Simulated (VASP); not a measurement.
Wanted: the native input for a VASP 6.6.1 run.

```
Task                   : single point
Functional             : PBEsol
Potentials or basis    : VASP PAW PBE potentials, release 64 (S, Zr_sv)
Cutoff                 : 400 eV
k mesh                 : 8 × 4 × 1
Occupations            : gaussian, width 0.05 eV
Spin                   : no spin polarisation
Dipole correction      : yes
Further INCAR settings : ALGO = Normal; EDIFF = 1e-06; NBANDS = 53; ISYM = 0; NELMDL = -8
```

The structure of Zr3S8 lies in POSCAR:

```
Zr3S8
1.0
    3.6273864348      0.0000000000      0.0000000000
   -1.8136932174      6.6672420203      0.0000000000
    0.0000000000      0.0000000000     23.7582192531
S Zr
8 3
Direct
    0.1716433583      0.3435428958      0.3206087480
    0.0158671569      1.0320214811      0.3185830788
    0.7706799621      0.5415294260      0.4295056807
    0.0476659477      0.0957978459      0.4571950824
    0.3964038941      0.7923069498      0.5428113194
    0.6732915794      0.3464851007      0.5704570505
    0.4280997522     -0.1441235864      0.6814519149
    0.2723216516      0.5443786227      0.6793656755
    0.5941868251      0.1887098710      0.3857564704
    0.2220259320      0.4440829447      0.5000067802
    0.8498336070      0.6993077813      0.6142581994
```

The input as run:

INCAR

```
SYSTEM = Zr3S8
  PREC = Accurate
  ENCUT = 400
  EDIFF = 1E-6
  ISMEAR = 0
  SIGMA = 0.05
  LREAL = .False.
  LASPH = .True.
  NELM = 120
  ALGO = Normal
  ISIF = 2
  LWAVE = .False.
  LCHARG = .False.
  LDIPOL = .True.
  IDIPOL = 3
  DIPOL = 0.5 0.5 0.500
  GGA = PS
  ISYM = 0
  NBANDS = 53
  GGA_COMPAT = .False.
  NELMDL = -8
```

KPOINTS

```
regular mesh
0
Gamma
  8 4 1
  0 0 0
```

Potentials or basis: VASP PAW PBE potentials, release 64 (S, Zr_sv).

The run is started by

```sh
$ cat potpaw_PBE.64/S/POTCAR potpaw_PBE.64/Zr_sv/POTCAR > POTCAR
$ mpirun -np 1 vasp_std > vasp.out
```

It gave:

```json
{
 "Largest force": "0.095 eV/Å",
 "Band gap on the k mesh": "0.87 eV"
}
```

Caveat: the PAW data sets were made with another functional, which shifts forces and pressure a little.

It took 6.8 min on 1 thread of AMD EPYC 9R45 96-Core Processor (Zen 5), with other jobs on the host, peak memory 0.58 GiB.
